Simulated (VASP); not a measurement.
SrO: relaxation of cell and atoms with PBE

SrO:

```
CELL_PARAMETERS angstrom
0.00000 2.75500 2.75500
2.75500 0.00000 2.75500
2.75500 2.75500 0.00000
ATOMIC_POSITIONS crystal
Sr 0.00000 0.00000 0.00000
O 0.25000 0.25000 0.25000
```

```yaml
Program: VASP 6.6.1
Task: relaxation of cell and atoms
Functional: PBE
Potentials_or_basis: VASP PAW PBE potentials, release 64 (Sr_sv, O)
Cutoff: 600 eV
k_mesh: 8 × 8 × 8
Occupations: fermi-dirac, width 0.02 eV
Spin: no spin polarisation
Dipole_correction: no
Further_INCAR_settings: ALGO = Normal; EDIFF = 1e-06; IBRION = 2; EDIFFG = -0.005; NSW = 80; ISIF = 3
```

```json
{
 "Relaxed volume": "22.25 Å³/atom",
 "Relaxed cell": "a = 3.978 Å, b = 3.978 Å, c = 3.978 Å, α = 60.00°, β = 60.00°, γ = 60.00°",
 "Space group after relaxing (to 0.1 Å)": "F-43m (No. 216)",
 "Energy gained by relaxing": "16.9 meV/atom",
 "Ionic steps": "3",
 "Pressure after relaxing": "0.0 GPa",
 "Band gap on the k mesh": "2.47 eV (least direct gap 3.27 eV)"
}
```

The path:
```csv
step,energy change (eV),largest force (eV/Å),pressure (GPa),volume (Å³)
1,0.0000,0.0000,4.25,41.82
2,-0.0314,0.0000,-0.99,45.27
3,-0.0338,0.0000,0.01,44.50
```

Final structure:
```
CELL_PARAMETERS angstrom
0.00000 2.81256 2.81256
2.81256 0.00000 2.81256
2.81256 2.81256 0.00000
ATOMIC_POSITIONS crystal
Sr 0.00000 0.00000 0.00000
O 0.25000 0.25000 0.25000
```

Levels at points of the mesh, in eV from the valence-band top:
```csv
k point,band 4,band 5,band 6,band 7,band 8,band 9,band 10,band 11,band 12
"(0.00, 0.00, 0.00)",-14.19,-14.19,-0.80,-0.80,-0.80,2.47,7.96,7.96,9.25
"(0.50, 0.00, 0.00)",-14.27,-13.14,-0.71,-0.50,-0.50,5.22,7.04,7.53,7.53
"(0.50, 0.50, 0.00)",-14.39,-12.83,-1.37,-0.01,-0.01,4.53,5.69,9.50,9.81
```

Wall time 57 s on 1 thread of Intel Xeon 8259CL, on a shared host, peak memory 0.19 GiB.

A k mesh can miss the band edges.
